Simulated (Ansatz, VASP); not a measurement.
## Two plane-wave programs on Ga5As2P3

```
Ga P As
1.0
     0.00000   -3.95813    0.00000
     3.95813    0.00000    0.00000
    -1.97907    1.97907   14.01409
Ga P As
5 3 2
Direct
  0.89544 0.89544 0.79089
  0.29844 0.29844 0.59688
  0.70156 0.70156 0.40312
  0.10456 0.10456 0.20911
  0.50000 0.50000 0.00000
  0.25000 0.75000 0.50000
  0.65303 0.15303 0.30606
  0.84697 0.34697 0.69394
  0.05224 0.55224 0.10449
  0.44776 0.94776 0.89551
```

Alike in both runs: task single point; functional PBE; k mesh 4 × 4 × 4; occupations gaussian, width 0.1 eV; no spin polarisation.

|  | VASP | Ansatz |
| --- | --- | --- |
| version | VASP 6.6.1 | Ansatz 0.2.0 |
| potentials or method | VASP PAW PBE potentials, release 64 (Ga_d, P, As), cutoff 520 eV | scalar-relativistic, plane waves, PAW |
| valence electrons in the cell | 90 | 110 |

```csv
,VASP,Ansatz,Ansatz less VASP
gap on the k mesh at the Fermi level (eV),0.92,0.92,+0.001
least direct gap on the mesh (eV),0.92,0.92,+0.001
pressure (GPa),0.2,0.1,-0.07
"traceless stress, the component that is largest in VASP (GPa)",-0.72,-0.73,-0.002
rms of the force components (eV/Å),0.002,0.003,+0.0014
```

Atom by atom the forces differ by 0.004 eV/Å (rms over components). With one functional, cell and mesh, what is left measures potentials, basis and numerics. VASP's potentials hold 90 valence electrons a cell and Ansatz's 110, so a difference there can come from the potentials and not from the codes.
